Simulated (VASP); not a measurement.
The system is TiAl.

```
Ti Al
1.0
     2.86726    0.00000    0.00000
    -1.43363    2.48312    0.00000
     0.00000    0.00000    4.67808
Ti Al
1 1
Direct
  0.00000 0.00000 0.00000
  0.33333 0.66667 0.50000
```

```yaml
Program: VASP 6.6.1
Task: relaxation of cell and atoms
Functional: r2SCAN
Dispersion: D3(BJ)
Potentials_or_basis: VASP PAW PBE potentials, release 64 (Ti_sv, Al)
Cutoff: 600 eV
k_mesh: 17 × 17 × 9
Occupations: fermi-dirac, width 0.1 eV
Spin: no spin polarisation
```

At the start: pressure -3.1 GPa; volume 16.65 Å³/atom.

Task: Where does the relaxation end?

Result: Over 5 steps the energy falls by 4.9 meV/atom and the volume is 16.21 Å³/atom (-2.7 %); space group P-6m2 (No. 187, to 0.1 Å) before and after.

Step by step:
```
step  energy change (eV)  largest force (eV/Å)  pressure (GPa)  volume (Å³)
   1              0.0000                0.0000           -3.11        33.31
   2             -0.0045                0.0000            2.60        31.77
   3             -0.0097                0.0000            0.08        32.41
   4             -0.0097                0.0000            0.13        32.39
   5             -0.0099                0.0000            0.08        32.42
```

Final structure:
```
Ti Al
1.0
     2.85040    0.00000    0.00000
    -1.42520    2.46852    0.00000
     0.00000    0.00000    4.60808
Ti Al
1 1
Direct
  0.00000 0.00000 0.00000
  0.33333 0.66667 0.50000
```

Caveat: the PAW data sets were made with another functional, which shifts forces and pressure a little.
